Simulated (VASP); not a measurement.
# SiAs4 (P-3m1) in VASP: further runs

Runs on SiAs4. Level: PBE. Tasks: single point, relaxation of cell and atoms.

Program: VASP 6.6.1. These are calculated values, not measurements. Logs are shortened: lines on timing, memory, paths and dates and some standing lists are left out, and cuts for length are marked.

### 1 The cell of the first run

The structure is trigonal, space group P-3m1 (No. 164). Conventional cell: a = 3.289 Å, b = 3.289 Å, c = 10.577 Å, α = 90.00°, β = 90.00°, γ = 120.00°. Within 3.1 Å of Si (site symmetry -3m) lie 6 As at 2.37 Å. As (site symmetry 3m) has 3 Si at 2.37 Å and 12 As at 3.19 to 3.41 Å within 3.5 Å. Within 4.2 Å of As (site symmetry 3m) lie 12 As at 3.19 to 3.29 Å.

The cell was built from a structure type or drawn by symmetry, and may not be a known phase.

### 2 Single point, PBE

File INCAR:

```
ALGO     = Normal         # electronic algorithm
EDIFF    = 1E-7           # SCF threshold, eV
ENCUT    = 520            # plane-wave cutoff, eV
GGA      = PE             # functional
ISIF     = 2              # what is computed and relaxed
ISMEAR   = 0              # smearing method
LASPH    = T              # aspherical terms in the spheres
LCHARG   = F              # write CHGCAR
LREAL    = F              # projectors in reciprocal space
LWAVE    = F              # write WAVECAR
NBANDS   = 20             # bands
NELM     = 80             # most SCF steps
PREC     = Accurate       # precision mode
SIGMA    = 0.1            # smearing width, eV
```

File KPOINTS:

```
k-points
0
Gamma
  6 6 2
```

File POSCAR:

```
SiAs4
1.0
    3.2892539600      0.0000000000      0.0000000000
   -1.6446269800      2.8485774900      0.0000000000
    0.0000000000      0.0000000000     10.5765348800
Si As
1 4
Direct
    0.0000000000      0.0000000000      0.0000000000
    0.3333333300      0.6666666700      0.8658552800
    0.3333333300      0.6666666700      0.3767953500
    0.6666666700      0.3333333300      0.1341447200
    0.6666666700      0.3333333300      0.6232046500
```

Potentials or basis: VASP PAW PBE potentials, release 64 (Si, As).

Launch:

```bash
$ cat potpaw_PBE.64/Si/POTCAR potpaw_PBE.64/As/POTCAR > POTCAR
$ mpirun -np 1 vasp_std > vasp.out
```

OUTCAR:

```text
EDIFF = 1E-7
   ENCUT = 520
   GGA = PE
   ISIF = 2
   ISMEAR = 0
   LASPH = T
   LREAL = F
   NELM = 80
   PREC = Accurate

 ion  position               nearest neighbor table
   1  0.000  0.000  0.000-   2 2.37   4 2.37   4 2.37   2 2.37   4 2.37   2 2.37
   2  0.333  0.667  0.866-   1 2.37   1 2.37   1 2.37
   3  0.333  0.667  0.377-
   4  0.667  0.333  0.134-   1 2.37   1 2.37   1 2.37
   5  0.667  0.333  0.623-

  LATTYP: Found a hexagonal cell.
 ALAT       =     3.2892539600
 C/A-ratio  =     3.2154813853

  Lattice vectors:

 A1 = (   3.2892539600,   0.0000000000,   0.0000000000)
 A2 = (  -1.6446269800,   2.8485774900,   0.0000000000)
 A3 = (   0.0000000000,   0.0000000000,  10.5765348800)

Analysis of symmetry for initial positions (statically):
=====================================================================
 Subroutine PRICEL returns:
 Original cell was already a primitive cell.

 Routine SETGRP: Setting up the symmetry group for a
 hexagonal supercell.

 Subroutine GETGRP returns: Found 12 space group operations
 (whereof 12 operations were pure point group operations)
 out of a pool of 24 trial point group operations.

The static configuration has the point symmetry D_3d.

Analysis of symmetry for dynamics (positions and initial velocities):
=====================================================================
 Subroutine PRICEL returns:
 Original cell was already a primitive cell.

 Routine SETGRP: Setting up the symmetry group for a
 hexagonal supercell.

 Subroutine GETGRP returns: Found 12 space group operations
 (whereof 12 operations were pure point group operations)
 out of a pool of 24 trial point group operations.

The dynamic configuration has the point symmetry D_3d.

 Subroutine INISYM returns: Found 12 space group operations
 (whereof 12 operations are pure point group operations),
 and found     1 'primitive' translations

----------------------------------------------------------------------------------------

                                     Primitive cell

  volume of cell :      99.0989

  direct lattice vectors                    reciprocal lattice vectors
     3.289253960  0.000000000  0.000000000     0.304020307  0.175526206  0.000000000
    -1.644626980  2.848577490  0.000000000     0.000000000  0.351052412  0.000000000
     0.000000000  0.000000000 10.576534880     0.000000000  0.000000000  0.094548925

  length of vectors
     3.289253960  3.289253961 10.576534880     0.351052413  0.351052412  0.094548925

  position of ions in fractional coordinates (direct lattice)
     0.000000000  0.000000000  0.000000000
     0.333333330  0.666666670  0.865855280
     0.333333330  0.666666670  0.376795350
     0.666666670  0.333333330  0.134144720
     0.666666670  0.333333330  0.623204650

  ion indices of the primitive-cell ions
   primitive index   ion index
                 1           1
                 2           2
                 3           3
                 4           4
                 5           5

----------------------------------------------------------------------------------------

 KPOINTS: k-points

Automatic generation of k-mesh.
 Grid dimensions read from file:
 generate k-points for:    6    6    2

 Generating k-lattice:

  Cartesian coordinates                     Fractional coordinates (reciprocal lattice)
     0.050670051  0.029254368  0.000000000     0.166666667  0.000000000  0.000000000
     0.000000000  0.058508735  0.000000000     0.000000000  0.166666667  0.000000000
     0.000000000  0.000000000  0.047274462     0.000000000  0.000000000  0.500000000

  Length of vectors
     0.058508735  0.058508735  0.047274462

  Shift w.r.t. Gamma in fractional coordinates (k-lattice)
     0.000000000  0.000000000  0.000000000

 Subroutine IBZKPT returns following result:
 ===========================================

 Found     14 irreducible k-points:

 Following reciprocal coordinates:
            Coordinates               Weight
  0.000000  0.000000  0.000000      1.000000
  0.166667  0.000000  0.000000      6.000000
  0.333333 -0.000000  0.000000      6.000000
  0.500000 -0.000000  0.000000      3.000000
  0.166667  0.166667  0.000000      6.000000
  0.333333  0.166667  0.000000     12.000000
  0.333333  0.333333  0.000000      2.000000
  0.000000  0.000000  0.500000      1.000000
  0.166667  0.000000  0.500000      6.000000
  0.333333 -0.000000  0.500000      6.000000
  0.500000 -0.000000  0.500000      3.000000
  0.166667  0.166667  0.500000      6.000000
  0.333333  0.166667  0.500000     12.000000
  0.333333  0.333333  0.500000      2.000000
   k-points           NKPTS =     14   k-points in BZ     NKDIM =     14   number of bands    NBANDS=     20
   number of dos      NEDOS =    301   number of ions     NIONS =      5
   total plane-waves  NPLWV =  46080
   dimension x,y,z NGX =    24 NGY =   24 NGZ =   80
   dimension x,y,z NGXF=    48 NGYF=   48 NGZF=  160
   ions per type =               1   4
   NGX,Y,Z   is equivalent  to a cutoff of  12.13, 12.13, 12.57 a.u.
   NGXF,Y,Z  is equivalent  to a cutoff of  24.26, 24.26, 25.15 a.u.
 SYSTEM =  unknown system
   PREC   = accura    normal or accurate (medium, high low for compatibility)
   ISTART =      0    job   : 0-new  1-cont  2-samecut
   ICHARG =      2    charge: 1-file 2-atom 10-const
   ISPIN  =      1    spin polarized calculation?
   LNONCOLLINEAR =      F non collinear calculations
   LSORBIT =      F    spin-orbit coupling
   LASPH  =      T    aspherical Exc in radial PAW
   ENCUT  =  520.0 eV  38.22 Ry    6.18 a.u.   6.12  6.12 19.67*2*pi/ulx,y,z
   NELM   =     80;   NELMIN=  2; NELMDL= -5     # of ELM steps
   EDIFF  = 0.1E-06   stopping-criterion for ELM
   LREAL  =      F    real-space projection
   EDIFFG = 0.1E-05   stopping-criterion for IOM
   NSW    =      0    number of steps for IOM
   IBRION =     -1    ionic relax: 0-MD 1-quasi-New 2-CG
   NFREE  =      0    steps in history (QN), initial steepest desc. (CG)
   ISIF   =      2    stress and relaxation
   ISYM   =      2    0-nonsym 1-usesym 2-fastsym
   POTIM  = 0.5000    time-step for ionic-motion
   TEBEG  =    0.0;   TEEND  =   0.0 temperature during run
   PSTRESS=    0.0 pullay stress
   NELECT =      24.0000    total number of electrons
   NUPDOWN=      -1.0000    fix difference up-down
   EMIN   =  10.00;   EMAX   =-10.00  energy-range for DOS
   EFERMI =   0.00;   METHOD = LEGACY
   ISMEAR =     0;   SIGMA  =   0.10  broadening in eV -4-tet -1-fermi 0-gaus
   EFERMI_NEDOS =   21; number of points for ismear=-14 and -15
   IALGO  =     38    algorithm
   IMIX   =      4    mixing-type and parameters
     AMIX     =   0.40;   BMIX     =  1.00
     AMIX_MAG =   1.60;   BMIX_MAG =  1.00
  volume/ion in A,a.u.               =      19.82       133.75
  Fermi-wavevector in a.u.,A,eV,Ry     =   1.020443  1.928359 14.167814  1.041305
  Thomas-Fermi vector in A             =   2.154013
   LORBIT       =      0    0 simple, 1 ext, 2 COOP (PROOUT), +10 PAW based schemes
   GGA     = PE    functional components
   LHFCALC =     F    Hartree Fock is set to
   AEXX    =    0.0000 exact exchange contribution
   IVDW    =     0    specifies the selected vdW correction
   LEPSILON=     F    determine dielectric tensor
   LRPA    =     F    only Hartree local field effects (RPA)
 non-spin polarized calculation
 Gauss-broadening in eV      SIGMA  =   0.10
  energy-cutoff  :      520.00
  volume of cell :       99.10
 maximum number of plane-waves:      2700
   NGX = 13   NGY = 13   NGZ = 39

 number of electron      24.0000004 magnetization

 Free energy of the ion-electron system (eV)
  ---------------------------------------------------
  ext. energy  EPLUGINS =         0.00000000
  ---------------------------------------------------
  free energy    TOTEN  =       -21.18740100 eV

  energy without entropy =      -21.17428586  energy(sigma->0) =      -21.18084343

 E-fermi :   5.9017     XC(G=0): -10.3001

 val. band max:        5.8322932371   @ k =   0.3333  -0.0000   0.0000
 cond. band min:       5.9442197756   @ k =   0.5000  -0.0000   0.0000
 fundamental gap:      0.1119265385
 Fermi energy:         5.9017081335

 k-point     1 :       0.0000    0.0000    0.0000
  band No.  band energies     occupation
      1      -9.6320      2.00000
      2      -7.0630      2.00000
      3      -6.8698      2.00000
      4      -4.8949      2.00000
      5      -0.9643      2.00000
      6       3.5844      2.00000
[... 12 lines left out ...]
     19      11.2828      0.00000
     20      11.2828      0.00000

 k-point     2 :       0.1667    0.0000    0.0000
  band No.  band energies     occupation
      1      -9.1551      2.00000
      2      -6.6427      2.00000
      3      -6.4492      2.00000
      4      -4.5516      2.00000
      5      -0.5515      2.00000
      6       2.8754      2.00000
[... 12 lines left out ...]
     19      11.8942      0.00000
     20      12.9743      0.00000

 k-point     3 :       0.3333   -0.0000    0.0000
  band No.  band energies     occupation
      1      -7.7627      2.00000
      2      -5.5460      2.00000
      3      -5.2974      2.00000
      4      -3.8401      2.00000
      5      -0.9704      2.00000
      6       0.5601      2.00000
[... 12 lines left out ...]
     19      11.6121      0.00000
     20      11.9500      0.00000

 k-point     4 :       0.5000   -0.0000    0.0000
  band No.  band energies     occupation
      1      -5.9406      2.00000
      2      -5.5180      2.00000
      3      -4.2706      2.00000
      4      -3.8308      2.00000
      5      -2.1087      2.00000
      6      -0.7673      2.00000
[... 199 lines left out ...]
 k-point    13 :       0.3333    0.1667    0.5000
  band No.  band energies     occupation
      1      -6.4603      2.00000
      2      -5.0073      2.00000
      3      -4.2981      2.00000
      4      -3.6284      2.00000
      5      -1.9920      2.00000
      6      -0.1411      2.00000
[... 12 lines left out ...]
     19      11.6221      0.00000
     20      12.4793      0.00000

 k-point    14 :       0.3333    0.3333    0.5000
  band No.  band energies     occupation
      1      -4.9636      2.00000
      2      -4.9636      2.00000
      3      -3.6499      2.00000
      4      -3.6499      2.00000
      5      -2.9946      2.00000
      6       0.5915      2.00000
[... 12 lines left out ...]
     19      12.9653      0.00000
     20      12.9653      0.00000

------------------------ aborting loop because EDIFF is reached ----------------------------------------

  FORCE on cell =-STRESS in cart. coord.  units (eV):
  Direction    XX          YY          ZZ          XY          YZ          ZX
  --------------------------------------------------------------------------------------
  -------------------------------------------------------------------------------------
  Total        3.1671298      3.1671298      2.0375407     -0.0000000      0.0000000      0.0000000
  in kB       51.2044369     51.2044370     32.9418522     -0.0000000      0.0000000      0.0000000
  external PRESSURE =      45.1169087 kB  Pullay stress =       0.0000000 kB

 VOLUME and BASIS-vectors are now :
 -----------------------------------------------------------------------------
  energy-cutoff  :      520.00
  volume of cell :       99.10
      direct lattice vectors                 reciprocal lattice vectors
     3.289253960  0.000000000  0.000000000     0.304020307  0.175526206  0.000000000
    -1.644626980  2.848577490  0.000000000     0.000000000  0.351052412  0.000000000
     0.000000000  0.000000000 10.576534880     0.000000000  0.000000000  0.094548925

 POSITION                                       TOTAL-FORCE (eV/Angst)
 -----------------------------------------------------------------------------------
      0.00000      0.00000      0.00000         0.000000      0.000000      0.000000
     -0.00000      1.89905      9.15775        -0.000000      0.000000     -2.080795
     -0.00000      1.89905      3.98519         0.000000     -0.000000      0.601053
      1.64463      0.94953      1.41879        -0.000000     -0.000000      2.080795
      1.64463      0.94953      6.59135         0.000000      0.000000     -0.601053
 -----------------------------------------------------------------------------------
    total drift:                               -0.000000     -0.000000     -0.000000

  FREE ENERGIE OF THE ION-ELECTRON SYSTEM (eV)
  ---------------------------------------------------
  free  energy   TOTEN  =       -21.1874009957 eV

  energy  without entropy=      -21.1742858611  energy(sigma->0) =      -21.18084343
```

Wall time 16 s (1 thread of Intel Xeon 6975P-C (Granite Rapids), shared host); peak memory 0.19 GiB.

What came out:

- Free energy: -21.1874 eV
- Pressure: 4.5 GPa
- Largest force: 2.081 eV/Å
- Band gap on the k mesh: zero (bands 12 and 13 overlap by 4.51 eV)

Forces in eV/Å, atoms in the order of the input:
```
Si   0.000  0.000  0.000
As   0.000  0.000 -2.081
As   0.000  0.000  0.601
As   0.000  0.000  2.081
As   0.000  0.000 -0.601
```

Stress tensor (GPa, compression positive):
```
5.12 0.00 0.00
0.00 5.12 0.00
0.00 0.00 3.29
```

Caveat: the k points lie up to 0.37 Å⁻¹ apart, too coarse for converged energies and pressures of a metal; forces of over 1 eV/Å act on the atoms, so gaps and moduli don't describe the material at rest.

### 3 Single point, PBE

This run uses another cell than the first one, of 20.83 Å³/atom.

File INCAR:

```
SYSTEM = SiAs4
PREC = Accurate ; ENCUT = 520
EDIFF = 1E-6 ; ISMEAR = 0
SIGMA = 0.1 ; LREAL = .False.
LASPH = .True. ; NELM = 100
ALGO = Normal ; ISIF = 2
LWAVE = .False. ; LCHARG = .False.
GGA = PE ; NBANDS = 20
```

File KPOINTS:

```
regular mesh
0
Gamma
  6 6 2
  0 0 0
```

File POSCAR:

```
SiAs4
1.0
    3.5490756699      0.0000000000      0.0000000000
   -1.7745378349      3.0735896901      0.0000000000
    0.0000000000      0.0000000000      9.5482428707
Si As
1 4
Direct
    0.0000000000      0.0000000000      0.0000000000
    0.3333333333      0.6666666667      0.8425290304
    0.3333333333      0.6666666667      0.4236230080
    0.6666666667      0.3333333333      0.1574709696
    0.6666666667      0.3333333333      0.5763769920
```

Potentials or basis: VASP PAW PBE potentials, release 64 (Si, As).

Launch:

```bash
$ cat potpaw_PBE.64/Si/POTCAR potpaw_PBE.64/As/POTCAR > POTCAR
$ mpirun -np 1 vasp_std > vasp.out
```

OUTCAR:

```text
SYSTEM = SiAs4
   PREC = Accurate
   ENCUT = 520
   EDIFF = 1E-6
   ISMEAR = 0
   LREAL = .False.
   LASPH = .True.
   NELM = 100
   ISIF = 2
   GGA = PE

 ion  position               nearest neighbor table
   1  0.000  0.000  0.000-   2 2.54   4 2.54   2 2.54   4 2.54   4 2.54   2 2.54
   2  0.333  0.667  0.843-   1 2.54   1 2.54   1 2.54
   3  0.333  0.667  0.424-   5 2.52   5 2.52   5 2.52
   4  0.667  0.333  0.157-   1 2.54   1 2.54   1 2.54
   5  0.667  0.333  0.576-   3 2.52   3 2.52   3 2.52

  LATTYP: Found a hexagonal cell.
 ALAT       =     3.5490756699
 C/A-ratio  =     2.6903463771

  Lattice vectors:

 A1 = (   3.5490756699,   0.0000000000,   0.0000000000)
 A2 = (  -1.7745378349,   3.0735896901,   0.0000000000)
 A3 = (   0.0000000000,   0.0000000000,   9.5482428707)

Analysis of symmetry for initial positions (statically):
=====================================================================
 Subroutine PRICEL returns:
 Original cell was already a primitive cell.

 Routine SETGRP: Setting up the symmetry group for a
 hexagonal supercell.
[... 162 lines left out ...]

 E-fermi :   5.2285     XC(G=0): -10.0131

 val. band max:        5.1658045315   @ k =   0.1667   0.0000   0.0000
 cond. band min:       5.3365995223   @ k =   0.5000   0.0000   0.0000
 fundamental gap:      0.1707949908
 Fermi energy:         5.2284502272

 k-point     1 :       0.0000    0.0000    0.0000
  band No.  band energies     occupation
      1      -9.1722      2.00000
      2      -8.2280      2.00000
      3      -6.3738      2.00000
      4      -2.8577      2.00000
      5      -0.7363      2.00000
      6       4.4847      2.00000
[... 311 lines left out ...]
     19      12.3612      0.00000
     20      12.3612      0.00000

------------------------ aborting loop because EDIFF is reached ----------------------------------------

  FORCE on cell =-STRESS in cart. coord.  units (eV):
  Direction    XX          YY          ZZ          XY          YZ          ZX
  --------------------------------------------------------------------------------------
  -------------------------------------------------------------------------------------
  Total        0.2295858      0.2295858      0.1074622      0.0000000     -0.0000000      0.0000000
  in kB        3.5315954      3.5315954      1.6530342      0.0000000     -0.0000000      0.0000000
  external PRESSURE =       2.9054083 kB  Pullay stress =       0.0000000 kB

 VOLUME and BASIS-vectors are now :
 -----------------------------------------------------------------------------
  energy-cutoff  :      520.00
  volume of cell :      104.16
      direct lattice vectors                 reciprocal lattice vectors
     3.549075670  0.000000000  0.000000000     0.281763505  0.162676235  0.000000000
    -1.774537835  3.073589690  0.000000000     0.000000000  0.325352471  0.000000000
     0.000000000  0.000000000  9.548242871     0.000000000  0.000000000  0.104731312

 POSITION                                       TOTAL-FORCE (eV/Angst)
 -----------------------------------------------------------------------------------
      0.00000      0.00000      0.00000        -0.000000      0.000000      0.000000
     -0.00000      2.04906      8.04467        -0.000000      0.000000     -0.011493
     -0.00000      2.04906      4.04486         0.000000      0.000000     -0.080035
      1.77454      1.02453      1.50357         0.000000     -0.000000      0.011493
      1.77454      1.02453      5.50339        -0.000000     -0.000000      0.080035
 -----------------------------------------------------------------------------------
    total drift:                                0.000000     -0.000000      0.000000

  FREE ENERGIE OF THE ION-ELECTRON SYSTEM (eV)
  ---------------------------------------------------
  free  energy   TOTEN  =       -23.0962865839 eV

  energy  without entropy=      -23.0918755669  energy(sigma->0) =      -23.09408108
```

OSZICAR:

```text
N       E                     dE             d eps       ncg     rms          rms(c)
DAV:   1     0.739259828882E+02    0.73926E+02   -0.95284E+03   560   0.987E+02
DAV:   2    -0.175331360450E+02   -0.91459E+02   -0.88510E+02   724   0.150E+02
DAV:   3    -0.231888445787E+02   -0.56557E+01   -0.55122E+01   700   0.365E+01
DAV:   4    -0.232478096476E+02   -0.58965E-01   -0.58808E-01   724   0.418E+00
DAV:   5    -0.232482756096E+02   -0.46596E-03   -0.46591E-03   700   0.377E-01    0.511E+00
DAV:   6    -0.231089145686E+02    0.13936E+00   -0.36374E-01   668   0.316E+00    0.298E+00
DAV:   7    -0.230976938820E+02    0.11221E-01   -0.58835E-02   620   0.122E+00    0.113E+00
DAV:   8    -0.230961410028E+02    0.15529E-02   -0.63278E-03   656   0.453E-01    0.152E-01
DAV:   9    -0.230962082809E+02   -0.67278E-04   -0.47692E-04   740   0.116E-01    0.911E-02
DAV:  10    -0.230962924607E+02   -0.84180E-04   -0.22997E-04   612   0.826E-02    0.160E-02
DAV:  11    -0.230962862539E+02    0.62068E-05   -0.34133E-05   624   0.309E-02    0.803E-03
DAV:  12    -0.230962865839E+02   -0.32995E-06   -0.65781E-06   672   0.121E-02
   1 F= -.23096287E+02 E0= -.23094081E+02  d E =-.441102E-02
```

Wall time 15 s (1 thread of Intel Xeon 6975P-C (Granite Rapids), shared host); peak memory 0.22 GiB.

Results:

```
Free energy            : -23.0963 eV
Pressure               : 0.3 GPa
Largest force          : 0.080 eV/Å
Band gap on the k mesh : zero (bands 12 and 13 overlap by 1.98 eV)
```

Forces in eV/Å, atoms in the order of the input:
```
Si   0.000  0.000  0.000
As   0.000  0.000 -0.011
As   0.000  0.000 -0.080
As   0.000  0.000  0.011
As   0.000  0.000  0.080
```

[end of part 1 of 2]
